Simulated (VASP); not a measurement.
Mg2CdSe3, 6 atoms in the cell. Symmetry: P3m1, No. 156, trigonal system. Conventional cell: a = 4.375 Å, b = 4.375 Å, c = 10.690 Å, α = 90.00°, β = 90.00°, γ = 120.00°. Within 3.5 Å of Mg (site symmetry 3m) lie 4 Se at 2.65 to 2.66 Å. Within 3.5 Å of Mg (site symmetry 3m) lie 4 Se at 2.65 to 2.66 Å. Within 3.6 Å of Cd (site symmetry 3m) lie 4 Se at 2.71 to 2.73 Å. Se (site symmetry 3m) has 3 Mg at 2.66 Å and 1 Cd at 2.73 Å within 3.5 Å. Se (site symmetry 3m) has 4 Mg at 2.65 to 2.66 Å within 3.5 Å. Within 3.5 Å of Se (site symmetry 3m) lie 1 Mg at 2.65 Å and 3 Cd at 2.71 Å. 

| Quantity | Value |
| --- | --- |
| Program | VASP 6.6.1 |
| Task | relaxation of shape and atoms at fixed volume |
| Functional | PBE |
| Potentials or basis | VASP PAW PBE potentials, release 64 (Mg, Cd, Se) |
| Cutoff | 600 eV |
| k mesh | 6 × 6 × 4 |
| Occupations | gaussian, width 0.02 eV |
| Spin | no spin polarisation |
| Dipole correction | no |
| Further INCAR settings | ALGO = Normal; EDIFF = 1e-06; IBRION = 2; EDIFFG = -0.01; NSW = 50; ISIF = 4 |

Potentials or basis: VASP PAW PBE potentials, release 64 (Mg, Cd, Se).

Launch:

```console
$ cat potpaw_PBE.64/Mg/POTCAR potpaw_PBE.64/Cd/POTCAR potpaw_PBE.64/Se/POTCAR > POTCAR
$ mpirun -np 1 vasp_std > vasp.out
```

Hardware: 1 thread of Intel(R) Xeon(R) 6975P-C (Granite Rapids) (shared host).

Question: Estimate the wall time of this run.

Answer: Wall time 84 s on 1 thread of Intel(R) Xeon(R) 6975P-C (Granite Rapids) (shared host), peak memory 0.41 GiB. Counts: scf iterations 17, k points 24, ion steps 2.
